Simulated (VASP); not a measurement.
Write the native input for VASP 6.6.1 that does the following.

| Property | Result |
| --- | --- |
| Task | single point |
| Functional | r2SCAN |
| Potentials or basis | VASP PAW PBE potentials, release 64 (Na_pv, F) |
| Cutoff | 520 eV |
| k mesh | 8 × 8 × 8 |
| Occupations | gaussian, width 0.01 eV |
| Spin | no spin polarisation |
| Dipole correction | no |
| Further INCAR settings | ALGO = Normal; EDIFF = 1e-06; NBANDS = 14 |

The system is NaF.

```xyz
2
Lattice="0.0000 2.6674 2.5313 2.6674 0.0000 2.5313 2.6674 2.6674 0.0000" Properties=species:S:1:pos:R:3 pbc="T T T"
Na    0.0000    0.0000    0.0000
F     1.3337    1.3337    1.2656
```

This cell differs from its parent crystal: biaxial xy strain +5.4%.

These files were run (other wordings do the same):

POSCAR

```
NaF
1.0
    0.0000000000      2.6674432209      2.5312613597
    2.6674432209      0.0000000000      2.5312613597
    2.6674432209      2.6674432209      0.0000000000
Na F
1 1
Direct
    0.0000000000      0.0000000000      0.0000000000
    0.2500000000      0.2500000000      0.2500000000
```

INCAR.step1

```
SYSTEM = NaF
PREC = Accurate
ENCUT = 520
ISMEAR = 0
SIGMA = 0.01
LREAL = .FALSE.
LASPH = .TRUE.
NELM = 80
NBANDS = 14
GGA = PE
ALGO = Normal
EDIFF = 1E-4
LWAVE = .TRUE.
LCHARG = .FALSE.
```

INCAR.step2

```
SYSTEM = NaF
PREC = Accurate
ENCUT = 520
EDIFF = 1E-6
ISMEAR = 0
SIGMA = 0.01
LREAL = .FALSE.
LASPH = .TRUE.
NELM = 80
ALGO = Normal
ISIF = 2
LWAVE = .FALSE.
LCHARG = .FALSE.
METAGGA = R2SCAN
LMIXTAU = .TRUE.
NBANDS = 14
ISTART = 1
```

KPOINTS

```
Automatic mesh
0
G
  8 8 8
  0 0 0
```

Potentials or basis: VASP PAW PBE potentials, release 64 (Na_pv, F).

Launch:

```console
$ cat potpaw_PBE.64/Na_pv/POTCAR potpaw_PBE.64/F/POTCAR > POTCAR
$ cp INCAR.step1 INCAR
$ mpirun -np 1 vasp_std > vasp.out
$ cp INCAR.step2 INCAR
$ mpirun -np 1 vasp_std > vasp.out
```

It gave:

```json
{"Pressure": "-3.4 GPa", "Band gap on the k mesh": "5.92 eV, direct"}
```

Caveat: the cell differs from its parent crystal (biaxial xy strain +5.4%); the PAW data sets were made with another functional, which shifts forces and pressure a little.

Wall time 100 s on 1 thread of AMD EPYC 7R13 Processor (Zen 3), on a shared host, peak memory 0.14 GiB.
